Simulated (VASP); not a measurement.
# PbS (P1) in VASP: single point with PBE

Aim: the single point of PbS with PBE.

Everything below comes from runs of VASP 6.6.1. Logs are shortened: lines on timing, memory, paths and dates and some standing lists are left out, and cuts for length are marked.

### 1 The cell of the first run

The typed cell holds 8 atoms: a = 8.388 Å, b = 8.388 Å, c = 4.194 Å, α = 60.00°, β = 60.00°, γ = 60.00°.

### 2 Single point, PBE

File INCAR:

```
PREC = Accurate ; ENCUT = 400
EDIFF = 1E-6 ; ISMEAR = 1
SIGMA = 0.05 ; LREAL = False
LASPH = True ; NELM = 120
ALGO = Normal ; ISIF = 2
LWAVE = False ; LCHARG = False
GGA = PE ; NBANDS = 50
GGA_COMPAT = False
```

File KPOINTS:

```
Automatic mesh
0
Gamma
  2 2 2
```

File POSCAR:

```
PbS
1.0
    0.0000000000      5.9315000000      5.9315000000
    5.9315000000      0.0000000000      5.9315000000
    2.9657500000      2.9657500000      0.0000000000
Pb S
4 4
Direct
   -0.0045189244      0.0038937874      0.0060406305
   -0.0024047037      0.5028993509     -0.0007217399
    0.5036084464     -0.0148971592      0.0073477198
    0.5020806710      0.5130939054     -0.0033837984
    0.2409286015      0.2688338532      0.4972297058
    0.2733562337      0.7348250021      0.4681529124
    0.7637699570      0.2290035404      0.5099814549
    0.7340472056      0.7322979010      0.5095864452
```

Potentials or basis: VASP PAW PBE potentials, release 64 (Pb_d, S).

Run with:

```console
cat potpaw_PBE.64/Pb_d/POTCAR potpaw_PBE.64/S/POTCAR > POTCAR
mpirun -np 1 vasp_std > vasp.out
```

OUTCAR:

```text
PREC = Accurate
   ENCUT = 400
   EDIFF = 1E-6
   ISMEAR = 1
   LREAL = False
   LASPH = True
   NELM = 120
   ISIF = 2
   GGA = PE

 ion  position               nearest neighbor table
   1  0.995  0.004  0.006-   7 2.83   7 2.85   6 3.03   5 3.03   8 3.16   6 3.19
   2  0.998  0.503  0.999-   5 2.88   8 2.88   5 2.92   7 3.02   6 3.02   8 3.02   3 4.09   4 4.12

   3  0.504  0.985  0.007-   6 2.85   8 2.86   8 2.98   7 2.99   5 3.08   5 3.14   4 3.99   4 4.06
                             2 4.09
   4  0.502  0.513  0.997-   8 2.68   6 2.71   6 2.94   5 3.00   7 3.08   7 3.13   3 3.99   3 4.06
                             2 4.12
   5  0.241  0.269  0.497-   2 2.88   2 2.92   4 3.00   1 3.03   3 3.08   3 3.14
   6  0.273  0.735  0.468-   4 2.71   3 2.85   4 2.94   2 3.02   1 3.03   1 3.19
   7  0.764  0.229  0.510-   1 2.83   1 2.85   3 2.99   2 3.02   4 3.08   4 3.13
   8  0.734  0.732  0.510-   4 2.68   3 2.86   2 2.88   3 2.98   2 3.02   1 3.16

  LATTYP: Found a base centered orthorhombic cell.
 ALAT       =     8.3884077452
 B/A-ratio  =     1.4142135624
 C/A-ratio  =     0.5000000000

  Lattice vectors:

 A1 = (  -2.9657500000,   2.9657500000,  -5.9315000000)
 A2 = (  -2.9657500000,   2.9657500000,   5.9315000000)
 A3 = (   2.9657500000,   2.9657500000,   0.0000000000)

Analysis of symmetry for initial positions (statically):
=====================================================================
 Subroutine PRICEL returns:
 Original cell was already a primitive cell.

 Routine SETGRP: Setting up the symmetry group for a
 base centered orthorhombic supercell.

 Subroutine GETGRP returns: Found  1 space group operations
 (whereof  1 operations were pure point group operations)
 out of a pool of  8 trial point group operations.

The static configuration has the point symmetry C_1 .

Analysis of symmetry for dynamics (positions and initial velocities):
=====================================================================
 Subroutine PRICEL returns:
 Original cell was already a primitive cell.

 Routine SETGRP: Setting up the symmetry group for a
 base centered orthorhombic supercell.

 Subroutine GETGRP returns: Found  1 space group operations
 (whereof  1 operations were pure point group operations)
 out of a pool of  8 trial point group operations.

The dynamic configuration has the point symmetry C_1 .

 Subroutine INISYM returns: Found  1 space group operations
 (whereof  1 operations are pure point group operations),
 and found     1 'primitive' translations

----------------------------------------------------------------------------------------

                                     Primitive cell

  volume of cell :     208.6861

  direct lattice vectors                    reciprocal lattice vectors
     0.000000000  5.931500000  5.931500000    -0.084295709  0.084295709  0.084295709
     5.931500000  0.000000000  5.931500000     0.084295709 -0.084295709  0.084295709
     2.965750000  2.965750000  0.000000000     0.168591419  0.168591419 -0.168591419

  length of vectors
     8.388407745  8.388407745  4.194203873     0.146004451  0.146004451  0.292008903

  position of ions in fractional coordinates (direct lattice)
     0.995481076  0.003893787  0.006040631
     0.997595296  0.502899351  0.999278260
     0.503608446  0.985102841  0.007347720
     0.502080671  0.513093905  0.996616202
     0.240928602  0.268833853  0.497229706
     0.273356234  0.734825002  0.468152912
     0.763769957  0.229003540  0.509981455
     0.734047206  0.732297901  0.509586445

  ion indices of the primitive-cell ions
   primitive index   ion index
                 1           1
                 2           2
                 3           3
                 4           4
                 5           5
                 6           6
                 7           7
                 8           8

----------------------------------------------------------------------------------------

 KPOINTS: Automatic mesh

Automatic generation of k-mesh.
 Grid dimensions read from file:
 generate k-points for:    2    2    2

 Generating k-lattice:

  Cartesian coordinates                     Fractional coordinates (reciprocal lattice)
    -0.042147855  0.042147855  0.042147855     0.500000000  0.000000000  0.000000000
     0.042147855 -0.042147855  0.042147855     0.000000000  0.500000000  0.000000000
     0.084295709  0.084295709 -0.084295709     0.000000000  0.000000000  0.500000000

  Length of vectors
     0.073002226  0.073002226  0.146004451

  Shift w.r.t. Gamma in fractional coordinates (k-lattice)
     0.000000000  0.000000000  0.000000000

 Subroutine IBZKPT returns following result:
 ===========================================

 Found      8 irreducible k-points:

 Following reciprocal coordinates:
            Coordinates               Weight
  0.000000  0.000000  0.000000      1.000000
  0.500000  0.000000  0.000000      1.000000
  0.000000  0.500000  0.000000      1.000000
  0.500000  0.500000  0.000000      1.000000
  0.000000  0.000000  0.500000      1.000000
  0.500000  0.000000  0.500000      1.000000
  0.000000  0.500000  0.500000      1.000000
  0.500000  0.500000  0.500000      1.000000
   k-points           NKPTS =      8   k-points in BZ     NKDIM =      8   number of bands    NBANDS=     50
   number of dos      NEDOS =    301   number of ions     NIONS =      8
   total plane-waves  NPLWV =  87808
   dimension x,y,z NGX =    56 NGY =   56 NGZ =   28
   dimension x,y,z NGXF=   112 NGYF=  112 NGZF=   56
   ions per type =               4   4
   NGX,Y,Z   is equivalent  to a cutoff of  11.10, 11.10, 11.10 a.u.
   NGXF,Y,Z  is equivalent  to a cutoff of  22.20, 22.20, 22.20 a.u.
 SYSTEM =  unknown system
   PREC   = accura    normal or accurate (medium, high low for compatibility)
   ISTART =      0    job   : 0-new  1-cont  2-samecut
   ICHARG =      2    charge: 1-file 2-atom 10-const
   ISPIN  =      1    spin polarized calculation?
   LNONCOLLINEAR =      F non collinear calculations
   LSORBIT =      F    spin-orbit coupling
   LASPH  =      T    aspherical Exc in radial PAW
   ENCUT  =  400.0 eV  29.40 Ry    5.42 a.u.  13.68 13.68  6.84*2*pi/ulx,y,z
   NELM   =    120;   NELMIN=  2; NELMDL= -5     # of ELM steps
   EDIFF  = 0.1E-05   stopping-criterion for ELM
   LREAL  =      F    real-space projection
   EDIFFG = 0.1E-04   stopping-criterion for IOM
   NSW    =      0    number of steps for IOM
   IBRION =     -1    ionic relax: 0-MD 1-quasi-New 2-CG
   NFREE  =      0    steps in history (QN), initial steepest desc. (CG)
   ISIF   =      2    stress and relaxation
   ISYM   =      2    0-nonsym 1-usesym 2-fastsym
   POTIM  = 0.5000    time-step for ionic-motion
   TEBEG  =    0.0;   TEEND  =   0.0 temperature during run
   PSTRESS=    0.0 pullay stress
   NELECT =      80.0000    total number of electrons
   NUPDOWN=      -1.0000    fix difference up-down
   EMIN   =  10.00;   EMAX   =-10.00  energy-range for DOS
   EFERMI =   0.00;   METHOD = LEGACY
   ISMEAR =     1;   SIGMA  =   0.05  broadening in eV -4-tet -1-fermi 0-gaus
   EFERMI_NEDOS =   21; number of points for ismear=-14 and -15
   IALGO  =     38    algorithm
   IMIX   =      4    mixing-type and parameters
     AMIX     =   0.40;   BMIX     =  1.00
     AMIX_MAG =   1.60;   BMIX_MAG =  1.00
  volume/ion in A,a.u.               =      26.09       176.04
  Fermi-wavevector in a.u.,A,eV,Ry     =   1.189251  2.247359 19.242973  1.414319
  Thomas-Fermi vector in A             =   2.325363
   LORBIT       =      0    0 simple, 1 ext, 2 COOP (PROOUT), +10 PAW based schemes
   GGA     = PE    functional components
   LHFCALC =     F    Hartree Fock is set to
   AEXX    =    0.0000 exact exchange contribution
   IVDW    =     0    specifies the selected vdW correction
   LEPSILON=     F    determine dielectric tensor
   LRPA    =     F    only Hartree local field effects (RPA)
 non-spin polarized calculation
 Methfessel and Paxton  Order N= 1 SIGMA  =   0.05
  energy-cutoff  :      400.00
  volume of cell :      208.69
 maximum number of plane-waves:      3822
 NGX is ok and might be reduce to    56
   NGX = 27   NGY = 27   NGZ = 13

 number of electron      80.0000004 magnetization

 Free energy of the ion-electron system (eV)
  ---------------------------------------------------
  ext. energy  EPLUGINS =         0.00000000
  ---------------------------------------------------
  free energy    TOTEN  =       -34.30429805 eV

  energy without entropy =      -34.30496387  energy(sigma->0) =      -34.30451999

 E-fermi :   5.9028     XC(G=0):  -9.6664

 val. band max:        5.8646890521   @ k =   0.0000   0.0000   0.0000
 cond. band min:       6.2176534065   @ k =   0.0000   0.0000   0.5000
 fundamental gap:      0.3529643544
 Fermi energy:         5.9027729605

 k-point     1 :       0.0000    0.0000    0.0000
  band No.  band energies     occupation
      1     -11.1904      2.00000
      2     -11.1266      2.00000
      3     -11.1130      2.00000
      4     -11.0872      2.00000
      5     -11.0833      2.00000
      6     -11.0705      2.00000
[... 42 lines left out ...]
     49      10.9640      0.00000
     50      11.1149      0.00000

 k-point     2 :       0.5000    0.0000    0.0000
  band No.  band energies     occupation
      1     -11.1571      2.00000
      2     -11.1199      2.00000
      3     -11.1046      2.00000
      4     -11.1025      2.00000
      5     -11.0815      2.00000
      6     -11.0635      2.00000
[... 42 lines left out ...]
     49       9.6763      0.00000
     50       9.8191      0.00000

 k-point     3 :       0.0000    0.5000    0.0000
  band No.  band energies     occupation
      1     -11.1645      2.00000
      2     -11.1116      2.00000
      3     -11.1098      2.00000
      4     -11.0940      2.00000
      5     -11.0839      2.00000
      6     -11.0729      2.00000
[... 42 lines left out ...]
     49       9.5927      0.00000
     50       9.9048      0.00000

 k-point     4 :       0.5000    0.5000    0.0000
  band No.  band energies     occupation
      1     -11.1518      2.00000
      2     -11.1104      2.00000
      3     -11.1050      2.00000
      4     -11.0969      2.00000
      5     -11.0797      2.00000
      6     -11.0739      2.00000
[... 42 lines left out ...]
     49      10.3365      0.00000
     50      10.5509      0.00000

 k-point     5 :       0.0000    0.0000    0.5000
  band No.  band energies     occupation
      1     -11.2093      2.00000
      2     -11.1742      2.00000
      3     -11.1081      2.00000
      4     -11.0939      2.00000
      5     -11.0860      2.00000
      6     -11.0796      2.00000
[... 42 lines left out ...]
     49      11.3956      0.00000
     50      11.5186      0.00000

 k-point     6 :       0.5000    0.0000    0.5000
  band No.  band energies     occupation
      1     -11.1729      2.00000
      2     -11.1235      2.00000
      3     -11.1161      2.00000
      4     -11.1104      2.00000
      5     -11.0978      2.00000
      6     -11.0828      2.00000
[... 42 lines left out ...]
     49      10.0605      0.00000
     50      10.1092      0.00000

 k-point     7 :       0.0000    0.5000    0.5000
  band No.  band energies     occupation
      1     -11.1748      2.00000
      2     -11.1507      2.00000
      3     -11.1065      2.00000
      4     -11.0982      2.00000
      5     -11.0873      2.00000
      6     -11.0724      2.00000
[... 42 lines left out ...]
     49      10.1482      0.00000
     50      10.1835      0.00000

 k-point     8 :       0.5000    0.5000    0.5000
  band No.  band energies     occupation
      1     -11.1855      2.00000
      2     -11.1177      2.00000
      3     -11.1141      2.00000
      4     -11.0959      2.00000
      5     -11.0879      2.00000
      6     -11.0671      2.00000
[... 42 lines left out ...]
     49      10.4339      0.00000
     50      10.6351      0.00000

------------------------ aborting loop because EDIFF is reached ----------------------------------------

  FORCE on cell =-STRESS in cart. coord.  units (eV):
  Direction    XX          YY          ZZ          XY          YZ          ZX
  --------------------------------------------------------------------------------------
  -------------------------------------------------------------------------------------
  Total        6.2078169      4.5898502      3.5905961      1.3351441      0.4645655     -0.5349087
  in kB       47.6602020     35.2383437     27.5666206     10.2505020      3.5666779     -4.1067347
  external PRESSURE =      36.8217221 kB  Pullay stress =       0.0000000 kB

 VOLUME and BASIS-vectors are now :
 -----------------------------------------------------------------------------
  energy-cutoff  :      400.00
  volume of cell :      208.69
      direct lattice vectors                 reciprocal lattice vectors
     0.000000000  5.931500000  5.931500000    -0.084295709  0.084295709  0.084295709
     5.931500000  0.000000000  5.931500000     0.084295709 -0.084295709  0.084295709
     2.965750000  2.965750000  0.000000000     0.168591419  0.168591419 -0.168591419

 POSITION                                       TOTAL-FORCE (eV/Angst)
 -----------------------------------------------------------------------------------
      0.04101      5.92261      5.92779         0.220678     -0.034305      0.323821
      5.94656      8.88085      8.90018        -0.225661      0.323742     -0.051860
      5.86493      3.00894      8.83029         0.375810     -0.310822      0.223989
      5.99913      5.93381      6.02151        -0.278221      0.062941     -0.747599
      3.06925      2.90373      3.02366        -0.458768     -0.047434     -0.800676
      5.74704      3.00984      5.98003         0.432195      0.041111      0.011707
      2.87081      6.04278      5.88864        -0.317927     -0.111033      0.325403
      5.85493      5.86531      8.69763         0.251895      0.075800      0.715215
 -----------------------------------------------------------------------------------
    total drift:                                0.000170     -0.000400      0.000308

  FREE ENERGIE OF THE ION-ELECTRON SYSTEM (eV)
  ---------------------------------------------------
  free  energy   TOTEN  =       -34.3042980524 eV

  energy  without entropy=      -34.3049638738  energy(sigma->0) =      -34.30451999
```

It took 36 s on 1 thread of Intel Xeon 6975P-C (Granite Rapids), shared host; peak memory 0.28 GiB.

What came out:

- Free energy: -34.3043 eV
- Pressure: 3.7 GPa
- Largest force: 0.924 eV/Å
- Band gap on the k mesh: 0.35 eV (least direct gap 0.37 eV)

Forces in eV/Å, atoms in the order of the input:
```
Pb   0.221 -0.034  0.324
Pb  -0.226  0.324 -0.052
Pb   0.376 -0.311  0.224
Pb  -0.278  0.063 -0.748
S   -0.459 -0.047 -0.801
S    0.432  0.041  0.012
S   -0.318 -0.111  0.325
S    0.252  0.076  0.715
```

Caveat: the k points lie up to 0.75 Å⁻¹ apart; spin-orbit coupling is left out, which moves the levels of the heavy elements. A k mesh can miss the band edges.
